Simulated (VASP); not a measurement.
VO2: density of states with PBE

The system is VO2.

```
CELL_PARAMETERS angstrom
4.61472 0.00000 0.00000
0.00000 4.61472 0.00000
0.00000 0.00000 2.77494
ATOMIC_POSITIONS crystal
V 0.00000 0.00000 0.00000
V 0.50000 0.50000 0.50000
O 0.29855 0.29855 0.00000
O 0.20145 0.79855 0.50000
O 0.70145 0.70145 0.00000
O 0.79855 0.20145 0.50000
```

* Program: VASP 6.6.1
* Task: density of states
* Functional: PBE
* Potentials or basis: VASP PAW PBE potentials, release 64 (V_sv, O)
* Cutoff: 520 eV
* k mesh: 6 × 6 × 10
* Occupations: gaussian, width 0.05 eV
* Spin: no spin polarisation
* Dipole correction: no
* k mesh for the DOS: 9 × 9 × 15
* Occupations for the DOS: tetrahedron
* Further INCAR settings: ALGO = Normal; EDIFF = 1e-06

The valence electrons inside the program's atomic spheres are V 11.56; O 5.04.

Levels at points of the mesh, in eV from the Fermi level:
| k point | band 21 | band 22 | band 23 | band 24 | band 25 | band 26 | band 27 | band 28 | band 29 | band 30 |
| --- | --- | --- | --- | --- | --- | --- | --- | --- | --- | --- |
| (0.00, 0.00, 0.00) | -2.20 | -2.20 | -2.16 | -1.76 | -0.66 | -0.66 | 0.11 | 0.11 | 0.17 | 1.95 |

Run time: 100 s on 1 thread of Intel(R) Xeon(R) 6975P-C (Granite Rapids), on a shared host, peak memory 0.28 GiB.

Caveat: the run has no spin polarisation, though such a crystal can be magnetic; semilocal functionals often make such compounds metallic where correlation or magnetic order opens a gap, which also shifts bond lengths.
